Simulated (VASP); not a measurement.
# MnS (F-43m) in VASP: further runs, part 2 of 2

VASP 6.6.1. Earlier steps stand in the parts before.

## 4. Single point, r2SCAN+U, collinear spin, ferromagnetic start

File POSCAR:

```
MnS
1.0
    0.0000000000      2.4734634191      2.4734634191
    2.4734634191      0.0000000000      2.4734634191
    2.4734634191      2.4734634191      0.0000000000
Mn S
1 1
Direct
    0.0000000000      0.0000000000      0.0000000000
    0.7500000000      0.7500000000      0.7500000000
```

File INCAR.step1:

```
SYSTEM = MnS
  ALGO = Normal
  EDIFF = 1E-4
  ENCUT = 520
  GGA = PE
  ISMEAR = 1
  ISPIN = 2
  LASPH = .True.
  LCHARG = .False.
  LDAU = .True.
  LDAUJ = 0 0
  LDAUL = 2 -1
  LDAUTYPE = 2
  LDAUU = 3 0
  LMAXMIX = 4
  LREAL = .False.
  LWAVE = .True.
  MAGMOM = 4 0
  NBANDS = 20
  NELM = 150
  PREC = Accurate
  SIGMA = 0.01
```

File INCAR.step2:

```
SYSTEM = MnS
  ALGO = Normal
  EDIFF = 1E-6
  ENCUT = 520
  ISIF = 2
  ISMEAR = 1
  ISPIN = 2
  ISTART = 1
  LASPH = .True.
  LCHARG = .True.
  LDAU = .True.
  LDAUJ = 0 0
  LDAUL = 2 -1
  LDAUPRINT = 1
  LDAUTYPE = 2
  LDAUU = 3 0
  LELF = .True.
  LMAXMIX = 4
  LMIXTAU = .True.
  LORBIT = 11
  LREAL = .False.
  LVHAR = .True.
  LWAVE = .False.
  MAGMOM = 4 0
  METAGGA = R2SCAN
  NBANDS = 20
  NELM = 150
  PREC = Accurate
  SIGMA = 0.01
```

File KPOINTS:

```
k-points
0
Gamma
  8 8 8
  0 0 0
```

Potentials or basis: VASP PAW PBE potentials, release 64 (Mn_pv, S).

The run is started by

```bash
cat potpaw_PBE.64/Mn_pv/POTCAR potpaw_PBE.64/S/POTCAR > POTCAR
cp INCAR.step1 INCAR
mpirun -np 1 vasp_std > vasp.out
cp INCAR.step2 INCAR
mpirun -np 1 vasp_std > vasp.out
```

OUTCAR:

```text
SYSTEM = MnS
   EDIFF = 1E-6
   ENCUT = 520
   ISIF = 2
   ISMEAR = 1
   ISPIN = 2
   ISTART = 1
   LASPH = .True.
   LORBIT = 11
   LREAL = .False.
   METAGGA = R2SCAN
   NELM = 150
   PREC = Accurate

 ion  position               nearest neighbor table
   1  0.000  0.000  0.000-   2 2.14   2 2.14   2 2.14   2 2.14
   2  0.750  0.750  0.750-   1 2.14   1 2.14   1 2.14   1 2.14

  LATTYP: Found a face centered cubic cell.
 ALAT       =     4.9469268382

  Lattice vectors:

 A1 = (   0.0000000000,   2.4734634191,   2.4734634191)
 A2 = (   2.4734634191,   0.0000000000,   2.4734634191)
 A3 = (   2.4734634191,   2.4734634191,   0.0000000000)

[... 1356 lines left out ...]
 -----------------------------------------------------------------------------
  energy-cutoff  :      520.00
  volume of cell :       30.27
      direct lattice vectors                 reciprocal lattice vectors
     0.000000000  2.473463419  2.473463419    -0.202145702  0.202145702  0.202145702
     2.473463419  0.000000000  2.473463419     0.202145702 -0.202145702  0.202145702
     2.473463419  2.473463419  0.000000000     0.202145702  0.202145702 -0.202145702

 POSITION                                       TOTAL-FORCE (eV/Angst)
 -----------------------------------------------------------------------------------
      0.00000      0.00000      0.00000        -0.000000     -0.000000     -0.000000
      3.71020      3.71020      3.71020         0.000000      0.000000      0.000000
 -----------------------------------------------------------------------------------
    total drift:                               -0.000010     -0.000010     -0.000010

  FREE ENERGIE OF THE ION-ELECTRON SYSTEM (eV)
  ---------------------------------------------------
  free  energy   TOTEN  =       -21.8983637587 eV

  energy  without entropy=      -21.8982995806  energy(sigma->0) =      -21.89834237

 total charge

# of ion       s       p       d       tot
------------------------------------------
    1        0.392   6.425   5.083  11.900
    2        1.323   2.668   0.000   3.990
--------------------------------------------------
tot          1.715   9.092   5.083  15.890

 magnetization (x)

# of ion       s       p       d       tot
------------------------------------------
    1        0.053   0.107   4.032   4.192
    2        0.005   0.012   0.000   0.016
--------------------------------------------------
tot          0.058   0.119   4.032   4.208
```

OSZICAR.step1:

```text
N       E                     dE             d eps       ncg     rms          rms(c)
DAV:   1     0.167729291443E+03    0.16773E+03   -0.10292E+04  2320   0.102E+03
DAV:   2    -0.334795908663E+01   -0.17108E+03   -0.16139E+03  2412   0.303E+02
DAV:   3    -0.117550505534E+02   -0.84071E+01   -0.83086E+01  2692   0.722E+01
DAV:   4    -0.118533738038E+02   -0.98323E-01   -0.98224E-01  2588   0.797E+00
DAV:   5    -0.118546651655E+02   -0.12914E-02   -0.12913E-02  2660   0.948E-01    0.177E+01
DAV:   6    -0.113102641735E+02    0.54440E+00   -0.68025E+00  2540   0.348E+01    0.144E+01
DAV:   7    -0.112480847511E+02    0.62179E-01   -0.10597E+00  2504   0.147E+01    0.912E+00
DAV:   8    -0.112624242265E+02   -0.14339E-01   -0.62413E-02  2692   0.237E+00    0.511E+00
DAV:   9    -0.112482864950E+02    0.14138E-01   -0.22483E-02  2528   0.159E+00    0.949E-01
DAV:  10    -0.112532195631E+02   -0.49331E-02   -0.10244E-02  2552   0.134E+00    0.435E-01
DAV:  11    -0.112526144773E+02    0.60509E-03   -0.17740E-03  2616   0.328E-01    0.272E-01
DAV:  12    -0.112537639441E+02   -0.11495E-02   -0.44622E-04  2528   0.341E-01    0.318E-01
DAV:  13    -0.112541979852E+02   -0.43404E-03   -0.17927E-04  2380   0.135E-01    0.141E-01
DAV:  14    -0.112543160894E+02   -0.11810E-03   -0.82909E-05  1500   0.671E-02    0.892E-02
DAV:  15    -0.112542935747E+02    0.22515E-04   -0.84677E-05  1840   0.991E-02
   1 F= -.11254294E+02 E0= -.11254288E+02  d E =-.169003E-04  mag=     4.2008
```

It took 2.5 min on 1 thread of Intel Xeon Platinum 8259CL at 2.50GHz (Skylake/Cascade Lake), shared host; peak memory 0.19 GiB.

Results:

```yaml
Free_energy: -21.8984 eV
Pressure: 54.0 GPa
Net_moment: 4.53 μB per cell
Site_moments: Mn +4.19; S +0.02 μB
Valence_electrons_inside_the_program's_atomic_spheres: Mn 11.90; S 3.99
```

Eigenvalues of the final occupation matrices:
| site | spin | trace | eigenvalues |
| --- | --- | --- | --- |
| site 1 d | 1 | 4.58 | 0.91 0.91 0.91 0.92 0.92 |
| site 1 d | 2 | 0.54 | 0.04 0.04 0.15 0.15 0.15 |

Caveat: the cell stands under pressure; the PAW data sets were made with another functional, which shifts forces and pressure a little; a cell with one magnetic atom can't hold antiferromagnetic order, which such compounds often take.

## 5. Single point, r2SCAN+U, collinear spin, ferromagnetic start

POSCAR is that of step 4.

File INCAR.step1:

```
SYSTEM = MnS
PREC = Accurate
ENCUT = 520
ISMEAR = 1
SIGMA = 0.005
LREAL = .False.
LASPH = .True.
NELM = 150
ISPIN = 2
MAGMOM = 4 0
LMAXMIX = 4
LDAU = .True.
LDAUTYPE = 2
LDAUL = 2 -1
LDAUU = 3 0
LDAUJ = 0 0
NBANDS = 20
GGA = PE
ALGO = Normal
EDIFF = 1E-4
LWAVE = .True.
LCHARG = .False.
```

File INCAR.step2:

```
SYSTEM = MnS
PREC = Accurate
ENCUT = 520
EDIFF = 1E-6
ISMEAR = 1
SIGMA = 0.005
LREAL = .False.
LASPH = .True.
NELM = 150
ALGO = Normal
ISIF = 2
LWAVE = .False.
LCHARG = .False.
ISPIN = 2
MAGMOM = 4 0
LORBIT = 11
LMAXMIX = 4
LDAU = .True.
LDAUTYPE = 2
LDAUL = 2 -1
LDAUU = 3 0
LDAUJ = 0 0
LDAUPRINT = 1
METAGGA = R2SCAN
LMIXTAU = .True.
NBANDS = 20
ISTART = 1
```

File KPOINTS:

```
regular mesh
0
Gamma
  8 8 8
  0 0 0
```

The run is started by

```bash
cat potpaw_PBE.64/Mn_pv/POTCAR potpaw_PBE.64/S/POTCAR > POTCAR
cp INCAR.step1 INCAR
mpirun -np 1 vasp_std > vasp.out
cp INCAR.step2 INCAR
mpirun -np 1 vasp_std > vasp.out
```

Run time: 2.5 min. Hardware: 1 thread of Intel Xeon Platinum 8259CL at 2.50GHz (Skylake/Cascade Lake), shared host; peak memory 0.2 GiB.

The run converged. Its results:

| Item | Value |
| --- | --- |
| Free energy | -21.8983 eV |
| Pressure | 54.0 GPa |
| Net moment | 4.53 μB per cell |
| Site moments | Mn +4.19; S +0.02 μB |
| Valence electrons inside the program's atomic spheres | Mn 11.90; S 3.99 |

Levels at points of the mesh, in eV from the Fermi level:
Spin up:
| k point | band 8 | band 9 | band 10 | band 11 | band 12 | band 13 | band 14 | band 15 | band 16 | band 17 |
| --- | --- | --- | --- | --- | --- | --- | --- | --- | --- | --- |
| (0.00, 0.00, 0.00) | -5.17 | -5.17 | 1.20 | 1.20 | 1.20 | 3.22 | 6.93 | 6.93 | 6.93 | 12.34 |
| (0.50, 0.00, 0.00) | -4.93 | -4.93 | -4.32 | -0.57 | -0.57 | 4.58 | 7.30 | 7.30 | 9.28 | 14.09 |
| (0.50, 0.50, 0.00) | -5.04 | -4.72 | -3.80 | -3.03 | -3.03 | 3.53 | 5.19 | 12.80 | 13.71 | 14.80 |
Spin down:
| k point | band 5 | band 6 | band 7 | band 8 | band 9 | band 10 |
| --- | --- | --- | --- | --- | --- | --- |
| (0.00, 0.00, 0.00) | -4.45 | -4.45 | -4.45 | 2.15 | 2.15 | 4.05 |
| (0.50, 0.00, 0.00) | -7.31 | -4.26 | -4.26 | 1.86 | 2.39 | 2.39 |
| (0.50, 0.50, 0.00) | -7.11 | -4.40 | -4.40 | -0.72 | 1.95 | 2.66 |

Eigenvalues of the final occupation matrices:
```csv
site,spin,trace,eigenvalues
site 1 d,1,4.58,0.91 0.91 0.91 0.92 0.92
site 1 d,2,0.54,0.04 0.04 0.15 0.15 0.15
```

Caveat: the cell stands under pressure; the PAW data sets were made with another functional, which shifts forces and pressure a little; a cell with one magnetic atom can't hold antiferromagnetic order, which such compounds often take.

## 6. Relaxation of cell and atoms, PBEsol+U, collinear spin, ferromagnetic start

File INCAR:

```
SYSTEM = MnS
ALGO = Normal
EDIFF = 1E-6
EDIFFG = -0.01
ENCUT = 600
GGA = PS
IBRION = 2
ISIF = 3
ISMEAR = -1
ISPIN = 2
LASPH = .TRUE.
LCHARG = .FALSE.
LDAU = .TRUE.
LDAUJ = 0 0
LDAUL = 2 -1
LDAUPRINT = 1
LDAUTYPE = 2
LDAUU = 1 0
LMAXMIX = 4
LORBIT = 11
LREAL = .FALSE.
LWAVE = .FALSE.
MAGMOM = 4 0
NELM = 150
NSW = 60
PREC = Accurate
SIGMA = 0.05
```

File KPOINTS:

```
k-points
0
G
  9 9 9
  0 0 0
```

POSCAR is that of step 5.

Potentials or basis: VASP PAW PBE potentials, release 64 (Mn_pv, S).

The run is started by

```bash
cat potpaw_PBE.64/Mn_pv/POTCAR potpaw_PBE.64/S/POTCAR > POTCAR
mpirun -np 1 vasp_std > vasp.out
```

OUTCAR:

```text
SYSTEM = MnS
   EDIFF = 1E-6
   EDIFFG = -0.01
   ENCUT = 600
   GGA = PS
   IBRION = 2
   ISIF = 3
   ISMEAR = -1
   ISPIN = 2
   LASPH = .TRUE.
   LORBIT = 11
   LREAL = .FALSE.
   NELM = 150
   NSW = 60
   PREC = Accurate

 ion  position               nearest neighbor table
   1  0.000  0.000  0.000-   2 2.14   2 2.14   2 2.14   2 2.14
   2  0.750  0.750  0.750-   1 2.14   1 2.14   1 2.14   1 2.14

  LATTYP: Found a face centered cubic cell.
 ALAT       =     4.9469268382

  Lattice vectors:

 A1 = (   0.0000000000,   2.4734634191,   2.4734634191)
 A2 = (   2.4734634191,   0.0000000000,   2.4734634191)
 A3 = (   2.4734634191,   2.4734634191,   0.0000000000)

Analysis of symmetry for initial positions (statically):
=====================================================================
 Subroutine PRICEL returns:
[... 414 lines left out ...]
  free energy    TOTEN  =       -13.59247893 eV

  energy without entropy =      -13.57276917  energy(sigma->0) =      -13.58262405

 E-fermi :   7.4256     XC(G=0): -11.5021

 val. band max:        7.3920971664   @ k =   0.4444   0.2222   0.0000
 cond. band min:       7.4352898987   @ k =  -0.3333   0.2222   0.0000
 fundamental gap:      0.0431927323
 Fermi energy:         7.4255969878

 spin component 1

 k-point     1 :       0.0000    0.0000    0.0000
  band No.  band energies     occupation
      1     -40.0090      1.00000
      2     -40.0090      1.00000
      3     -40.0090      1.00000
      4      -7.8625      1.00000
      5       2.7801      1.00000
      6       2.7801      1.00000
      7       2.7801      1.00000
      8       6.6137      1.00000
      9       6.6137      1.00000
     10      11.2931      0.00000
     11      11.3500      0.00000
     12      11.3500      0.00000
[... 882 lines left out ...]
  FREE ENERGIE OF THE ION-ELECTRON SYSTEM (eV)
  ---------------------------------------------------
  free  energy   TOTEN  =       -13.5924789334 eV

  energy  without entropy=      -13.5727691654  energy(sigma->0) =      -13.58262405

 reached required accuracy - stopping structural energy minimisation

 total charge

# of ion       s       p       d       tot
------------------------------------------
    1        0.361   6.325   5.399  12.085
    2        1.316   2.414   0.000   3.730
--------------------------------------------------
tot          1.678   8.739   5.399  15.815

 magnetization (x)

# of ion       s       p       d       tot
------------------------------------------
    1       -0.000  -0.000  -0.007  -0.008
    2        0.000   0.000   0.000   0.000
--------------------------------------------------
tot         -0.000  -0.000  -0.007  -0.008
```

OSZICAR:

```text
N       E                     dE             d eps       ncg     rms          rms(c)
DAV:   1     0.163079507124E+03    0.16308E+03   -0.11745E+04  2100   0.152E+03
DAV:   2    -0.746449149078E+01   -0.17054E+03   -0.16425E+03  2240   0.377E+02
[... 196 lines left out ...]
DAV:   3    -0.135931180902E+02    0.31539E-01   -0.97543E-02  2100   0.434E+00    0.233E-01
DAV:   4    -0.135925631321E+02    0.55496E-03   -0.49674E-03  2128   0.444E-01    0.133E-01
DAV:   5    -0.135925003554E+02    0.62777E-04   -0.14396E-04  2466   0.135E-01    0.110E-01
DAV:   6    -0.135924981807E+02    0.21747E-05   -0.25575E-05  2457   0.578E-02    0.600E-02
DAV:   7    -0.135924780455E+02    0.20135E-04   -0.54597E-05  2880   0.798E-02    0.258E-02
DAV:   8    -0.135924789334E+02   -0.88797E-06   -0.52792E-06  2142   0.195E-02
  21 F= -.13592479E+02 E0= -.13582624E+02  d E =-.363419E-02  mag=    -0.0091
```

It took 5.3 min on 1 thread of Oxide Virtual Turin-like, shared host; peak memory 0.16 GiB.

Results:

```
Free energy                                           : -13.5925 eV
Relaxed volume                                        : 14.89 Å³/atom
Relaxed cell                                          : a = 3.479 Å, b = 3.479 Å, c = 3.479 Å, α = 60.00°, β = 60.00°, γ = 60.00°
Space group after relaxing (to 0.1 Å)                 : F-43m (No. 216)
Energy gained by relaxing                             : 6.7 meV/atom
Ionic steps                                           : 21
Pressure after relaxing                               : 0.0 GPa
Net moment                                            : -0.01 μB per cell
Valence electrons inside the program's atomic spheres : Mn 12.09; S 3.73
```

The path:
```tsv
step	energy change (eV)	largest force (eV/Å)	pressure (GPa)	volume (Å³)
1	0.0000	0.0000	18.75	30.27
2	0.7399	0.0000	-21.22	38.71
3	0.1622	0.0000	-13.29	33.55
4	0.0576	0.0000	-9.28	32.08
5	0.0138	0.0000	-6.03	31.16
6	-0.0007	0.0000	-4.23	30.71
7	-0.0059	0.0000	-3.31	30.49
8	-0.0081	0.0000	-2.80	30.38
9	-0.0090	0.0000	-2.65	30.32
10	-0.0094	0.0000	-2.46	30.29
11	-0.0096	0.0000	-2.38	30.28
12	-0.0098	0.0000	-2.37	30.27
13	-0.0098	0.0000	-2.34	30.27
14	-0.0098	0.0000	-2.33	30.27
15	-0.0098	0.0000	-2.16	30.27
16	-0.0098	0.0000	-2.25	30.27
17	-0.0098	0.0000	-2.28	30.27
18	-0.0099	0.0000	-2.30	30.27
19	-0.0099	0.0000	-2.31	30.27
20	-0.0124	0.0000	1.33	29.51
21	-0.0135	0.0000	0.05	29.77
```

Final structure:
```cif
data_structure
_symmetry_space_group_name_H-M 'P 1'
_symmetry_Int_Tables_number 1
_cell_length_a 3.4788
_cell_length_b 3.4788
_cell_length_c 3.4788
_cell_angle_alpha 60.000
_cell_angle_beta 60.000
_cell_angle_gamma 60.000
_cell_volume 29.77
loop_
_atom_site_label
_atom_site_type_symbol
_atom_site_fract_x
_atom_site_fract_y
_atom_site_fract_z
_atom_site_occupancy
Mn1 Mn 0.00000 0.00000 0.00000 1
S1 S 0.75000 0.75000 0.75000 1
```

Levels at points of the mesh, in eV from the Fermi level:
Spin up:
| k point | band 6 | band 7 | band 8 | band 9 | band 10 | band 11 | band 12 | band 13 |
| --- | --- | --- | --- | --- | --- | --- | --- | --- |
| (0.00, 0.00, 0.00) | -4.65 | -4.65 | -0.81 | -0.81 | 3.87 | 3.92 | 3.92 | 3.92 |
Spin down:
| k point | band 6 | band 7 | band 8 | band 9 | band 10 | band 11 | band 12 | band 13 |
| --- | --- | --- | --- | --- | --- | --- | --- | --- |
| (0.00, 0.00, 0.00) | -4.65 | -4.65 | -0.82 | -0.82 | 3.87 | 3.92 | 3.92 | 3.92 |

Eigenvalues of the final occupation matrices:
| site | spin | trace | eigenvalues |
| --- | --- | --- | --- |
| site 1 d | 1 | 2.72 | 0.45 0.45 0.45 0.69 0.69 |
| site 1 d | 2 | 2.72 | 0.45 0.45 0.45 0.69 0.69 |

Caveat: the moments typed at the start vanished in this run; the PAW data sets were made with another functional, which shifts forces and pressure a little.

## 7. The runs side by side

```tsv
smearing	gap on the mesh (eV)	pressure (GPa)	moment (μB)
methfessel-paxton 0.05 eV	none	54.0	4.53
methfessel-paxton 0.025 eV	none	54.0	4.53
methfessel-paxton 0.01 eV	none	54.0	4.53
methfessel-paxton 0.005 eV	none	54.0	4.53
```

Alike in all rows: task single point; level r2SCAN+U; potentials or basis VASP PAW PBE potentials, release 64 (Mn_pv, S); spin collinear, ferromagnetic start; Mn d U = 3.0 eV; cell as given; k mesh 8 × 8 × 8; cutoff (eV) 520.

Caveats: the cell stands under pressure; the PAW data sets were made with another functional, which shifts forces and pressure a little; a cell with one magnetic atom can't hold antiferromagnetic order, which such compounds often take.

Total energies depend on the potentials used, so only differences within one code and one set of settings carry meaning.

The gap in the log of VASP goes by the Fermi energy; the results here count the filled bands.